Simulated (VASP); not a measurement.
ZnS, 2 atoms in the cell. Symmetry: I-4m2, No. 119, tetragonal system. The conventional cell has a = 3.788 Å, b = 3.788 Å, c = 5.557 Å, α = 90.00°, β = 90.00°, γ = 90.00°. Within 3.1 Å of Zn (site symmetry -4m2) lie 4 S at 2.35 Å. Within 3.1 Å of S (site symmetry -4m2) lie 4 Zn at 2.35 Å.  This cell differs from its parent crystal: strain +0.0375 x Voigt [0, 0, 1, 0, 0, 0].

```yaml
Program: VASP 6.6.1
Task: single point
Functional: PBEsol
Potentials_or_basis: VASP PAW PBE potentials, release 64 (Zn, S)
Cutoff: 520 eV
k_mesh: 10 × 10 × 10
Occupations: gaussian, width 0.05 eV
Spin: no spin polarisation
Dipole_correction: no
Further_INCAR_settings: ALGO = Normal; EDIFF = 1e-06; NBANDS = 16
```

Potentials or basis: VASP PAW PBE potentials, release 64 (Zn, S).

Command:

```sh
$ cat potpaw_PBE.64/Zn/POTCAR potpaw_PBE.64/S/POTCAR > POTCAR
$ mpirun -np 1 vasp_std > vasp.out
```

Hardware: 1 thread of Intel Xeon 8259CL (shared host).

Problem. How long does it take, and how much memory?

Solution. It took 110 s on 1 thread of Intel Xeon 8259CL (shared host), peak memory 0.21 GiB. Counts: scf iterations 12, k points 102.
